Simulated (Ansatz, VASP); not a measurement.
In in VASP and in Ansatz

```
CELL_PARAMETERS angstrom
-1.69120 1.69120 2.27603
1.69120 -1.69120 2.27603
1.69120 1.69120 -2.27603
ATOMIC_POSITIONS crystal
In 0.00000 0.00000 0.00000
```

Change from the starting cell: strain +0.040 along x and y, -0.080 along z, atoms carried along.

Alike in both runs: task single point; functional PBE; k mesh 20 × 20 × 20; occupations gaussian, width 0.15 eV; no spin polarisation.

|  | VASP | Ansatz |
| --- | --- | --- |
| version | VASP 6.6.1 | Ansatz 0.2.0 |
| potentials or method | VASP PAW PBE potentials, release 64 (In_d), cutoff 520 eV | scalar-relativistic, plane waves, PAW |
| valence electrons in the cell | 13 | 13 |

```csv
,VASP,Ansatz,Ansatz less VASP
gap on the k mesh at the Fermi level (eV),none,none,-
pressure (GPa),2.2,2.2,+0.08
"traceless stress, the component that is largest in VASP (GPa)",0.11,0.11,-0.002
```

A gap of «none» marks a metal or a gap that the smearing closes. The functional is the same, so the differences come from potentials, cutoffs and numerics.
